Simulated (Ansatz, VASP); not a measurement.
One calculation of CdTe, two programs

```
Cd Te
1.0
     0.00000    3.20459    3.20459
     3.20459    0.00000    3.20459
     3.20459    3.20459    0.00000
Cd Te
1 1
Direct
  0.00000 0.00000 0.00000
  0.25000 0.25000 0.25000
```

Alike in both runs: functional LDA; k mesh 10 × 10 × 10; occupations gaussian, width 0.02 eV; no spin polarisation.

Ansatz relaxed the structure, and its values are those at the end. VASP's run is a single point on that final structure, the one shown.

|  | VASP | Ansatz |
| --- | --- | --- |
| version | VASP 6.6.1 | Ansatz 0.2.0 |
| potentials or method | VASP PAW LDA potentials, release 64 (Cd, Te), cutoff 500 eV | scalar-relativistic, plane waves, PAW |
| valence electrons in the cell | 18 | 36 |

Ansatz gave:

* gap on the k mesh at the Fermi level (eV): 0.61
* least direct gap on the mesh (eV): 0.61
* pressure (GPa): 0.0

Task: Estimate VASP's values.

Result: gap on the k mesh at the Fermi level (eV): 0.66; least direct gap on the mesh (eV): 0.66; pressure (GPa): 0.3.

LDA's correlation is that of Perdew and Zunger in VASP and of Perdew and Wang (1992) in Ansatz. VASP's potentials hold 18 valence electrons a cell and Ansatz's 36, so a difference there can come from the potentials and not from the codes.

Spin-orbit coupling is off throughout.
